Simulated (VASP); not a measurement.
## Ti: relaxation of cell and atoms with RPBE+D4

Ti:

```
Ti
1.0
     0.00000    2.03000    2.03000
     2.03000    0.00000    2.03000
     2.03000    2.03000    0.00000
Ti
1
Direct
  0.00000 0.00000 0.00000
```

```yaml
Program: VASP 6.6.1
Task: relaxation of cell and atoms
Functional: RPBE
Dispersion: D4
Potentials_or_basis: VASP PAW PBE potentials, release 64 (Ti_sv)
Cutoff: 600 eV
k_mesh: 11 × 11 × 11
Occupations: fermi-dirac, width 0.05 eV
Spin: no spin polarisation
Dipole_correction: no
Further_INCAR_settings: ALGO = Fast; EDIFF = 1e-06; IBRION = 2; EDIFFG = -0.01; NSW = 60; ISIF = 3
```

```
Relaxed volume                         : 17.30 Å³/atom
Relaxed cell                           : a = 2.903 Å, b = 2.903 Å, c = 2.903 Å, α = 60.00°, β = 60.00°, γ = 60.00°
Space group after relaxing (to 0.05 Å) : Fm-3m (No. 225)
Energy gained by relaxing              : 6.4 meV/atom
Ionic steps                            : 3
Pressure after relaxing                : 0.0 GPa
Band gap on the k mesh                 : zero (band 6 reaches 9.27 eV, above the bottom of band 7 at 8.10 eV)
Dispersion energy per atom             : -0.365 eV
```

Step by step:
```tsv
step	energy change (eV)	largest force (eV/Å)	pressure (GPa)	volume (Å³)
1	0.0000	0.0000	3.61	16.73
2	-0.0040	0.0000	-1.95	17.66
3	-0.0064	0.0000	-0.04	17.30
```

Final structure:
```
Ti
1.0
     0.00000    2.05291    2.05291
     2.05291    0.00000    2.05291
     2.05291    2.05291    0.00000
Ti
1
Direct
  0.00000 0.00000 0.00000
```

Levels at points of the mesh, in eV from the Fermi level:
```
           k point  band 4  band 5  band 6  band 7  band 8  band 9
(0.00, 0.00, 0.00)  -32.62   -6.12    0.90    0.90    0.90    2.55
```

Run time: 3.5 min on 1 thread of AMD EPYC 7R43 64-Core Processor (Zen 3) (shared host), peak memory 0.11 GiB.

Caveat: the PAW data sets were made with another functional, which shifts forces and pressure a little; pairwise dispersion overbinds metals, which lowers pressure and volume. Zero-point motion and thermal expansion aren't in these numbers.
